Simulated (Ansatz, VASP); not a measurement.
One calculation of Zn3Bi2, two programs

```
Zn Bi
1.0
     3.59331    0.00000    0.00000
     0.00000    3.59331    0.00000
     0.00000    0.00000    9.42367
Zn Bi
3 2
Direct
  0.00000 0.00000 0.00000
  0.00000 0.00000 0.50000
  0.50000 0.50000 0.50000
  0.50000 0.50000 0.18921
  0.50000 0.50000 0.81079
```

Alike in both runs: functional PBE; k mesh 6 × 6 × 2; occupations gaussian, width 0.1 eV; no spin polarisation.

Ansatz relaxed the structure, and its values are those at the end. VASP's run is a single point on that final structure, the one shown.

|  | VASP | Ansatz |
| --- | --- | --- |
| version | VASP 6.6.1 | Ansatz 0.2.0 |
| potentials or method | VASP PAW PBE potentials, release 64 (Zn, Bi_d), cutoff 520 eV | scalar-relativistic, plane waves, PAW |
| valence electrons in the cell | 66 | 66 |

|  | VASP | Ansatz | Ansatz less VASP |
| --- | --- | --- | --- |
| gap on the k mesh at the Fermi level (eV) | none | none | - |
| pressure (GPa) | 0.0 | 0.0 | -0.03 |
| rms of the force components (eV/Å) | 0.012 | 0.012 | 0.0000 |

A gap of «none» marks a metal or a gap that the smearing closes.

Neither program's run includes spin-orbit coupling.
